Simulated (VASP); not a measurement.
# GaAs (F-43m) in VASP: notebook, part 4 of 4

VASP 6.6.1.

### 5 G0W0 quasiparticle levels, PBE

Input file POSCAR:

```
GaAs
1.0
    0.0000000000      2.8270000000      2.8270000000
    2.8270000000      0.0000000000      2.8270000000
    2.8270000000      2.8270000000      0.0000000000
Ga As
1 1
Direct
    0.0000000000      0.0000000000      0.0000000000
    0.2500000000      0.2500000000      0.2500000000
```

Input file INCAR.step1:

```
SYSTEM = GaAs
PREC = Accurate
ENCUT = 500
EDIFF = 1E-8
ISMEAR = 0
SIGMA = 0.01
LREAL = .False.
LASPH = .True.
NELM = 80
ALGO = Normal
LWAVE = .True.
LCHARG = .False.
GGA = PE
```

Input file INCAR.step2:

```
SYSTEM = GaAs
PREC = Accurate
ENCUT = 500
EDIFF = 1E-8
ISMEAR = 0
SIGMA = 0.01
LREAL = .False.
LASPH = .True.
NELM = 1
ALGO = Exact
LWAVE = .True.
LCHARG = .False.
GGA = PE
NBANDS = 45
LOPTICS = .True.
ISTART = 1
```

Input file INCAR.step3:

```
SYSTEM = GaAs
PREC = Accurate
ENCUT = 500
EDIFF = 1E-8
ISMEAR = 0
SIGMA = 0.01
LREAL = .False.
LASPH = .True.
ALGO = EVGW0
LWAVE = .False.
LCHARG = .False.
GGA = PE
NELMGW = 1
NBANDS = 45
ENCUTGW = 100.0
NOMEGA = 48
PRECFOCK = Fast
ISTART = 1
NBANDSGW = 17
```

Input file KPOINTS:

```
regular mesh
0
Gamma
  2 2 2
  0 0 0
```

Potentials or basis: VASP PAW PBE potentials, release 64 (Ga_d_GW, As_GW).

Started as:

```console
> cat potpaw_PBE.64/Ga_d_GW/POTCAR potpaw_PBE.64/As_GW/POTCAR > POTCAR
> cp INCAR.step1 INCAR
> mpirun -np 1 vasp_std > vasp.out
> cp INCAR.step2 INCAR
> mpirun -np 1 vasp_std > vasp.out
> cp INCAR.step3 INCAR
> mpirun -np 1 vasp_std > vasp.out
```

OUTCAR:

```text
SYSTEM = GaAs
   PREC = Accurate
   ENCUT = 500
   EDIFF = 1E-8
   ISMEAR = 0
   LREAL = .False.
   LASPH = .True.
   GGA = PE
   NELMGW = 1
   ENCUTGW = 100.0
   PRECFOCK = Fast
   ISTART = 1

 ion  position               nearest neighbor table
   1  0.000  0.000  0.000-   2 2.45   2 2.45   2 2.45   2 2.45
   2  0.250  0.250  0.250-   1 2.45   1 2.45   1 2.45   1 2.45

  LATTYP: Found a face centered cubic cell.
 ALAT       =     5.6540000000

  Lattice vectors:

 A1 = (   0.0000000000,   2.8270000000,   2.8270000000)
 A2 = (   2.8270000000,   0.0000000000,   2.8270000000)
 A3 = (   2.8270000000,   2.8270000000,   0.0000000000)

Analysis of symmetry for initial positions (statically):
[... 5 lines left out ...]
 face centered cubic supercell.

 Subroutine GETGRP returns: Found 24 space group operations
 (whereof 24 operations were pure point group operations)
 out of a pool of 48 trial point group operations.

The static configuration has the point symmetry T_d .

Analysis of symmetry for dynamics (positions and initial velocities):
[... 5 lines left out ...]
 face centered cubic supercell.

 Subroutine GETGRP returns: Found 24 space group operations
 (whereof 24 operations were pure point group operations)
 out of a pool of 48 trial point group operations.

The dynamic configuration has the point symmetry T_d .

 Subroutine INISYM returns: Found 24 space group operations
 (whereof 24 operations are pure point group operations),
 and found     1 'primitive' translations

----------------------------------------------------------------------------------------

                                     Primitive cell

  volume of cell :      45.1864

  direct lattice vectors                    reciprocal lattice vectors
     0.000000000  2.827000000  2.827000000    -0.176865936  0.176865936  0.176865936
     2.827000000  0.000000000  2.827000000     0.176865936 -0.176865936  0.176865936
     2.827000000  2.827000000  0.000000000     0.176865936  0.176865936 -0.176865936

  length of vectors
     3.997981741  3.997981741  3.997981741     0.306340787  0.306340787  0.306340787

  position of ions in fractional coordinates (direct lattice)
     0.000000000  0.000000000  0.000000000
     0.250000000  0.250000000  0.250000000

  ion indices of the primitive-cell ions
   primitive index   ion index
                 1           1
                 2           2

----------------------------------------------------------------------------------------

 KPOINTS: regular mesh

Automatic generation of k-mesh.
 Grid dimensions read from file:
 generate k-points for:    2    2    2

 Generating k-lattice:

  Cartesian coordinates                     Fractional coordinates (reciprocal lattice)
    -0.088432968  0.088432968  0.088432968     0.500000000  0.000000000  0.000000000
     0.088432968 -0.088432968  0.088432968     0.000000000  0.500000000  0.000000000
     0.088432968  0.088432968 -0.088432968     0.000000000  0.000000000  0.500000000

  Length of vectors
     0.153170393  0.153170393  0.153170393

  Shift w.r.t. Gamma in fractional coordinates (k-lattice)
     0.000000000  0.000000000  0.000000000

 Subroutine IBZKPT returns following result:
 ===========================================

 Found      3 irreducible k-points:

 Following reciprocal coordinates:
            Coordinates               Weight
  0.000000  0.000000  0.000000      1.000000
  0.500000  0.000000  0.000000      4.000000
  0.500000  0.500000  0.000000      3.000000
   k-points           NKPTS =      3   k-points in BZ     NKDIM =      8   number of bands    NBANDS=     45
   number of dos      NEDOS =    301   number of ions     NIONS =      2
   total plane-waves  NPLWV =  27000
   dimension x,y,z NGX =    30 NGY =   30 NGZ =   30
   dimension x,y,z NGXF=    60 NGYF=   60 NGZF=   60
   ions per type =               1   1
   NGX,Y,Z   is equivalent  to a cutoff of  12.47, 12.47, 12.47 a.u.
   NGXF,Y,Z  is equivalent  to a cutoff of  24.95, 24.95, 24.95 a.u.
 SYSTEM =  GaAs
   PREC   = accura    normal or accurate (medium, high low for compatibility)
   ISTART =      1    job   : 0-new  1-cont  2-samecut
   ICHARG =      0    charge: 1-file 2-atom 10-const
   ISPIN  =      1    spin polarized calculation?
   LNONCOLLINEAR =      F non collinear calculations
   LSORBIT =      F    spin-orbit coupling
   LASPH  =      T    aspherical Exc in radial PAW
   ENCUT  =  500.0 eV  36.75 Ry    6.06 a.u.   7.29  7.29  7.29*2*pi/ulx,y,z
   NELM   =     60;   NELMIN=  2; NELMDL=  0     # of ELM steps
   EDIFF  = 0.1E-07   stopping-criterion for ELM
   LREAL  =      F    real-space projection
   EDIFFG = 0.1E-06   stopping-criterion for IOM
   NSW    =      0    number of steps for IOM
   IBRION =     -1    ionic relax: 0-MD 1-quasi-New 2-CG
   NFREE  =      0    steps in history (QN), initial steepest desc. (CG)
   ISIF   =      0    stress and relaxation
   ISYM   =      3    0-nonsym 1-usesym 2-fastsym
   POTIM  = 0.5000    time-step for ionic-motion
   TEBEG  =    0.0;   TEEND  =   0.0 temperature during run
   PSTRESS=    0.0 pullay stress
   NELECT =      18.0000    total number of electrons
   NUPDOWN=      -1.0000    fix difference up-down
   EMIN   =  10.00;   EMAX   =-10.00  energy-range for DOS
   EFERMI =   0.00;   METHOD = LEGACY
   ISMEAR =     0;   SIGMA  =   0.01  broadening in eV -4-tet -1-fermi 0-gaus
   EFERMI_NEDOS =   21; number of points for ismear=-14 and -15
   IALGO  =     38    algorithm
   IMIX   =      4    mixing-type and parameters
     AMIX     =   0.40;   BMIX     =  1.00
     AMIX_MAG =   1.60;   BMIX_MAG =  1.00
  volume/ion in A,a.u.               =      22.59       152.47
  Fermi-wavevector in a.u.,A,eV,Ry     =   1.204564  2.276296 19.741704  1.450974
  Thomas-Fermi vector in A             =   2.340285
   LORBIT       =      0    0 simple, 1 ext, 2 COOP (PROOUT), +10 PAW based schemes
   GGA     = PE    functional components
   LHFCALC =     T    Hartree Fock is set to
   PRECFOCK=fast      Normal, Fast or Accurate (Low or Medium for compatibility)
   ENCUT4O =  -1.0   cutoff for four orbital integrals eV
   NKREDX  =     1    reduce k-point grid by
   NKREDY  =     1    reduce k-point grid by
   NKREDZ  =     1    reduce k-point grid by
   AEXX    =    1.0000 exact exchange contribution
   HFSCREEN=    0.0000 screening length (either q_TF or 0.3 A-1)
   HFSCREENC=   0.0000 screening length for correlation (either q_TF or 0.3 A-1)
   ENCUTFOCK=  -1.0 apply spherical cutoff to Coloumb kernel
   IVDW    =     0    specifies the selected vdW correction
   LEPSILON=     F    determine dielectric tensor
   LRPA    =     F    only Hartree local field effects (RPA)
   LRPAFORCE           =     F    calculate RPA forces
   ENCUTGW             = 100.0    cutoff for response function in eV
   ENCUTGWSOFT         =  80.0    soft cutoff for Coulomb kernel in GW response function in eV
   ENCUTLF             =  -1.0    cutoff for local field effects
   NELMGW              =     1    number of iterations in solving QP/BSE equation
   NELMHF              =     1    number of iterations in the inner HF iteration
   NKREDLFX            =     1    NKREDLFY  =   1   NKREDLFZ  =   1
 non-spin polarized calculation
 Gauss-broadening in eV      SIGMA  =   0.01
  energy-cutoff  :      500.00
  volume of cell :       45.19
 maximum number of plane-waves:      1162
 NGX is ok and might be reduce to    30
  NGX = 16; NGY = 16; NGZ = 16
   NGX = 15   NGY = 15   NGZ = 15
 maximum number of plane-waves:       113
 NGX is ok and might be reduce to    14

 QP shifts <psi_nk| G(iteration)W_0 |psi_nk>: iteration 1
 for sc-GW calculations column KS-energies equals QP-energies in previous step
 and V_xc(KS)=  KS-energies - (<T + V_ion + V_H > + <T+V_H+V_ion>^1  + <V_x>^1)

 k-point   1 :       0.0000    0.0000    0.0000
  band No.  KS-energies  QP-energies   sigma(KS)   V_xc(KS)     V^pw_x(r,r')   Z            occupation Imag(sigma)

      1     -10.9831     -13.7806     -25.6818     -21.7209     -35.1174       0.7063       2.0000       0.3235
      2     -10.9831     -13.7806     -25.6818     -21.7209     -35.1174       0.7063       2.0000       0.3235
      3     -10.9831     -13.7806     -25.6818     -21.7209     -35.1174       0.7063       2.0000       0.3235
      4     -10.9140     -13.7187     -25.7742     -21.8066     -35.1690       0.7069       2.0000       0.2942
      5     -10.9140     -13.7187     -25.7742     -21.8066     -35.1690       0.7069       2.0000       0.2942
      6      -8.5475      -8.7128     -11.3546     -11.1117     -17.9481       0.6808       2.0000       1.0432
[... 9 lines left out ...]
     16      14.0974      14.4232      -9.3876      -9.7986      -4.4357       0.7927       0.0000      -0.2679
     17      15.5652      15.4313      -7.6014      -7.4368      -2.0191       0.8138       0.0000      -0.5816

 k-point   2 :       0.5000    0.0000    0.0000
  band No.  KS-energies  QP-energies   sigma(KS)   V_xc(KS)     V^pw_x(r,r')   Z            occupation Imag(sigma)

      1     -11.0478     -13.7799     -25.2827     -21.4302     -34.6806       0.7092       2.0000       0.3661
      2     -10.9653     -13.7722     -25.7118     -21.7500     -35.1435       0.7085       2.0000       0.3201
      3     -10.9653     -13.7722     -25.7118     -21.7500     -35.1435       0.7085       2.0000       0.3201
      4     -10.9092     -13.7310     -25.7919     -21.8219     -35.1936       0.7108       2.0000       0.2947
      5     -10.9092     -13.7310     -25.7919     -21.8219     -35.1936       0.7108       2.0000       0.2947
      6      -6.7417      -7.0580     -12.4968     -12.0581     -18.4536       0.7210       2.0000       0.7865
[... 9 lines left out ...]
     16      15.9055      16.3082      -9.0087      -9.5148      -3.5719       0.7956       0.0000      -0.4735
     17      16.5496      17.1588      -9.4055     -10.1797      -3.6863       0.7869       0.0000      -0.5113

 k-point   3 :       0.5000    0.5000    0.0000
  band No.  KS-energies  QP-energies   sigma(KS)   V_xc(KS)     V^pw_x(r,r')   Z            occupation Imag(sigma)

      1     -11.0780     -13.7865     -25.2328     -21.3984     -34.6397       0.7064       2.0000       0.3683
      2     -10.9385     -13.7278     -25.6794     -21.7333     -35.0647       0.7068       2.0000       0.2987
      3     -10.9356     -13.7672     -25.8065     -21.8217     -35.2430       0.7106       2.0000       0.3149
      4     -10.9356     -13.7672     -25.8065     -21.8217     -35.2430       0.7106       2.0000       0.3149
      5     -10.9016     -13.7246     -25.7991     -21.8327     -35.1994       0.7117       2.0000       0.2919
      6      -5.9534      -6.2789     -12.7376     -12.3012     -18.3976       0.7460       2.0000       0.7659
[... 9 lines left out ...]
     16      17.4167      17.7909      -9.0353      -9.5061      -3.5826       0.7948       0.0000      -0.4209
     17      17.4407      17.7496      -9.4682      -9.8461      -4.2570       0.8175       0.0000      -0.4334
```

It took 14 s on 1 thread of Intel Xeon 6975P-C (Granite Rapids), shared host; peak memory 0.27 GiB.

What came out:

| Item | Value |
| --- | --- |
| Band gap on the k mesh, mean-field level | 0.44 eV, direct |
| Quasiparticle gap | 1.37 eV |
| Least direct quasiparticle gap | 1.48 eV |

Caveat: the k points lie up to 0.96 Å⁻¹ apart; bands, screening cutoff and mesh are small and nothing is extrapolated, so the quasiparticle values aren't converged.
